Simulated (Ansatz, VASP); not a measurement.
**Two plane-wave programs on Hg**

File INCAR:

```
PREC = Accurate ; ENCUT = 520
EDIFF = 1E-7 ; ISMEAR = 0
SIGMA = 0.1 ; LREAL = False
LASPH = True ; NELM = 150
ALGO = Normal ; ISIF = 2
LWAVE = False ; LCHARG = True
ISPIN = 2 ; MAGMOM = 0
LORBIT = 11 ; GGA = RP
LELF = True ; LVHAR = True
NBANDS = 16
```

The input KPOINTS:

```
Automatic mesh
0
Gamma
  8 8 8
```

File POSCAR:

```
Hg
1.0
    0.0000000000      2.3919113801      2.3919113801
    2.3919113801      0.0000000000      2.3919113801
    2.3919113801      2.3919113801      0.0000000000
Hg
1
Direct
    0.0000000000      0.0000000000      0.0000000000
```

Input for Ansatz:

```yaml
crystal:
  lattice:
    - [0.0, 2.3919113801, 2.3919113801]
    - [2.3919113801, 0.0, 2.3919113801]
    - [2.3919113801, 2.3919113801, 0.0]
  atoms:
    - { symbol: Hg, position: [0.0, 0.0, 0.0] }
basis:
  ecutwfc: 420
kpoints:
  mp_grid: { grid: [8, 8, 8] }
hamiltonian:
  xc: rpbe
scf:
  occupations: { method: gaussian, width: 0.1 }
  n_extra_bands: 12
  max_iter: 100
output:
  forces: true
  stress: true
  eigenvalues: true
magnetization:
  spin_polarized: true
```

Alike in both runs: task single point; functional RPBE; k mesh 8 × 8 × 8; occupations gaussian, width 0.1 eV; collinear spin.

|  | VASP | Ansatz |
| --- | --- | --- |
| version | VASP 6.6.1 | Ansatz 0.2.0 |
| potentials or method | VASP PAW PBE potentials, release 64 (Hg), cutoff 520 eV | scalar-relativistic, plane waves, PAW |
| valence electrons in the cell | 12 | 20 |

|  | VASP | Ansatz | Ansatz less VASP |
| --- | --- | --- | --- |
| gap on the k mesh at the Fermi level (eV) | none | none | - |
| pressure (GPa) | 4.3 | 4.2 | -0.12 |
| net moment per atom (μB) | 0.00 | 0.00 | 0.000 |

VASP's potentials were made for PBE, not for RPBE. A gap of «none» marks a metal or a gap that the smearing closes. VASP's potentials hold 12 valence electrons a cell and Ansatz's 20, so a difference there can come from the potentials and not from the codes. Ansatz's warnings: no starting moments.

Neither program's run includes spin-orbit coupling.
